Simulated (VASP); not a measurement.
## NaC3: single point with PBE

Crystal: NaC3.

```xyz
8
Lattice="4.3757 0.0000 0.0000 -2.1879 3.7895 0.0000 0.0000 0.0000 4.9605" Properties=species:S:1:pos:R:3 pbc="T T T"
Na    0.0000    2.5263    2.4802
Na    2.1879    1.2632    2.4802
C    -1.4591    2.5272    0.0000
C     2.9182    0.0000    0.0000
C     0.7288    1.2623    0.0000
C     1.4591    2.5272    0.0000
C     1.4575    0.0000    0.0000
C    -0.7288    1.2623    0.0000
```

```
Program                : VASP 6.6.1
Task                   : single point
Functional             : PBE
Potentials or basis    : VASP PAW PBE potentials, release 64 (Na_pv, C)
Cutoff                 : 520 eV
k mesh                 : 6 × 6 × 6
Occupations            : gaussian, width 0.1 eV
Spin                   : no spin polarisation
Dipole correction      : no
Further INCAR settings : ALGO = Normal; EDIFF = 1e-06; NBANDS = 29
```

```json
{
  "Pressure": "0.3 GPa",
  "Largest force": "0.018 eV/Å",
  "Band gap on the k mesh": "zero (bands 19 and 20 overlap by 3.96 eV)"
}
```

Forces on the atoms (eV/Å):
```
Na   0.000  0.000  0.000
Na   0.000  0.000  0.000
C    0.009 -0.016  0.000
C   -0.018  0.000  0.000
C    0.009  0.016  0.000
C   -0.009 -0.016  0.000
C    0.018  0.000  0.000
C   -0.009  0.016  0.000
```

Stress tensor (GPa, compression positive):
```
 0.52  0.00  0.00
 0.00  0.52  0.00
 0.00  0.00 -0.05
```

Levels at points of the mesh, in eV from the Fermi level:
| k point | band 16 | band 17 | band 18 | band 19 | band 20 | band 21 | band 22 | band 23 |
| --- | --- | --- | --- | --- | --- | --- | --- | --- |
| (0.00, 0.00, 0.00) | -4.19 | -2.18 | -1.84 | -1.84 | -1.61 | -1.61 | 6.28 | 6.28 |
| (0.50, 0.00, 0.00) | -6.81 | -6.75 | -3.99 | -0.11 | 0.18 | 0.63 | 4.39 | 4.41 |
| (0.00, 0.00, 0.50) | -4.19 | -1.94 | -1.94 | -1.80 | -1.80 | 0.11 | 3.72 | 6.60 |
| (0.50, 0.00, 0.50) | -7.19 | -7.05 | -4.11 | -0.57 | 2.23 | 2.93 | 4.21 | 4.32 |

It took 96 s on 1 thread of Intel Xeon 8259CL, with other jobs on the host, peak memory 0.23 GiB.
